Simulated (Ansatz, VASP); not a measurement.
**Two plane-wave programs on Lu**

```
Lu
1.0
     0.00000    2.43733    2.43733
     2.43733    0.00000    2.43733
     2.43733    2.43733    0.00000
Lu
1
Direct
  0.00000 0.00000 0.00000
```

Alike in both runs: functional PBE; k mesh 15 × 15 × 15; occupations fermi-dirac, width 0.05 eV; no spin polarisation.

Ansatz relaxed the structure, and its values are those at the end. VASP's run is a single point on that final structure, the one shown.

|  | VASP | Ansatz |
| --- | --- | --- |
| version | VASP 6.6.1 | Ansatz 0.2.0 |
| potentials or method | VASP PAW PBE potentials, release 64 (Lu) | PAW with Ansatz's default frozen-core files, scalar-relativistic |
| plane-wave cutoff (eV) | 520 | 420 |
| valence electrons in the cell | 25 | 25 |

|  | VASP | Ansatz | Ansatz less VASP |
| --- | --- | --- | --- |
| pressure (GPa) | 0.1 | 0.0 | -0.14 |

With one functional, cell and mesh, what is left measures potentials, basis and numerics.

Spin-orbit coupling is off throughout.
